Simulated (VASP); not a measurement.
Input of a VASP 6.6.1 run:

POSCAR

```
AlN
1.0
    0.0000000000      2.1848764125      2.1411788842
    2.1848764125      0.0000000000      2.1411788842
    2.1848764125      2.1848764125      0.0000000000
Al N
1 1
Direct
    0.0000000000      0.0000000000      0.0000000000
    0.2500000000      0.2500000000      0.2500000000
```

File INCAR.step1:

```
ALGO     = Normal         # electronic algorithm
EDIFF    = 1E-4           # SCF threshold, eV
ENCUT    = 520            # plane-wave cutoff, eV
GGA      = PE             # functional
ISMEAR   = 0              # smearing method
LASPH    = T              # aspherical terms in the spheres
LCHARG   = F              # write CHGCAR
LREAL    = F              # projectors in reciprocal space
LWAVE    = T              # write WAVECAR
NBANDS   = 11             # bands
NELM     = 80             # most SCF steps
PREC     = Accurate       # precision mode
SIGMA    = 0.01           # smearing width, eV
```

File INCAR.step2:

```
ALGO     = Normal         # electronic algorithm
EDIFF    = 1E-7           # SCF threshold, eV
ENCUT    = 520            # plane-wave cutoff, eV
ISIF     = 2              # what is computed and relaxed
ISMEAR   = 0              # smearing method
ISTART   = 1            
LASPH    = T              # aspherical terms in the spheres
LCHARG   = F              # write CHGCAR
LMIXTAU  = T            
LREAL    = F              # projectors in reciprocal space
LWAVE    = F              # write WAVECAR
METAGGA  = R2SCAN         # meta-GGA
NBANDS   = 11             # bands
NELM     = 80             # most SCF steps
PREC     = Accurate       # precision mode
SIGMA    = 0.01           # smearing width, eV
```

Contents of KPOINTS:

```
k-points
0
Gamma
  10 10 10
```

Potentials or basis: VASP PAW PBE potentials, release 64 (Al, N).

Command:

```console
$ cat potpaw_PBE.64/Al/POTCAR potpaw_PBE.64/N/POTCAR > POTCAR
$ cp INCAR.step1 INCAR
$ mpirun -np 1 vasp_std > vasp.out
$ cp INCAR.step2 INCAR
$ mpirun -np 1 vasp_std > vasp.out
```

Question: What does it give for the pressure?

Answer: 4.0 GPa.

Question: Predict the band gap on the k mesh.

Answer: 3.83 eV (least direct gap 5.01 eV).

Stress tensor (GPa, compression positive):
```
3.10 0.00 0.00
0.00 3.10 0.00
0.00 0.00 5.82
```

Caveat: the cell differs from its parent crystal (uniaxial z strain -2.0%); the cell stands under pressure; the PAW data sets were made with another functional, which shifts forces and pressure a little. A k mesh can miss the band edges.
